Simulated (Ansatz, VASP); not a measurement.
**TiAl: VASP beside Ansatz**

File POSCAR:

```
TiAl
1.0
    2.9078977880      0.0000000000      0.0000000000
   -1.4539488940      2.5183133560      0.0000000000
    0.0000000000      0.0000000000      4.5094589681
Ti Al
1 1
Direct
    0.0000000000      0.0000000000      0.0000000000
    0.3333333333      0.6666666667      0.5000000000
```

Contents of INCAR.step1:

```
ALGO = Normal
EDIFF = 1E-4
ENCUT = 520
GGA = PE
ISMEAR = 0
LASPH = True
LCHARG = False
LREAL = False
LWAVE = True
NBANDS = 14
NELM = 80
PREC = Accurate
SIGMA = 0.15
```

INCAR.step2

```
ALGO = Normal
EDIFF = 1E-7
ENCUT = 520
ISIF = 2
ISMEAR = 0
ISTART = 1
LASPH = True
LCHARG = False
LMIXTAU = True
LREAL = False
LWAVE = False
METAGGA = R2SCAN
NBANDS = 14
NELM = 80
PREC = Accurate
SIGMA = 0.15
```

KPOINTS

```
k-points
0
Gamma
  24 24 14
```

Input for Ansatz:

```yaml
crystal:
  lattice:
    - [2.907897788, 0.0, 0.0]
    - [-1.453948894, 2.518313356, 0.0]
    - [0.0, 0.0, 4.5094589681]
  atoms:
    - { symbol: Ti, position: [0.0, 0.0, 0.0] }
    - { symbol: Al, position: [0.3333333333, 0.6666666667, 0.5] }
basis:
  ecutwfc: 500
kpoints:
  mp_grid: { grid: [24, 24, 14] }
hamiltonian:
  xc: r2scan
scf:
  occupations: { method: gaussian, width: 0.15 }
output:
  forces: true
  stress: true
  eigenvalues: true
  write_density: true
  write_potential: true
  elf: true
  volumetric_format: npy
```

Alike in both runs: task single point; functional r2SCAN; k mesh 24 × 24 × 14; occupations gaussian, width 0.15 eV; no spin polarisation.

```csv
,VASP,Ansatz
version,VASP 6.6.1,Ansatz 0.2.0
potentials or method,"VASP PAW PBE potentials, release 64 (Ti_sv, Al), cutoff 520 eV","scalar-relativistic, plane waves, PAW"
valence electrons in the cell,15,15
```

Ansatz gave:

* gap on the k mesh at the Fermi level (eV): none
* pressure (GPa): 0.7
* traceless stress, the component that is largest in VASP (GPa): 3.75

Q: What did VASP give for the same quantities?

A: gap on the k mesh at the Fermi level (eV): none; pressure (GPa): 0.8; traceless stress, the component that is largest in VASP (GPa): 3.75.

VASP's potentials were made for PBE, not for r2SCAN. A gap of «none» marks a metal or a gap that the smearing closes.
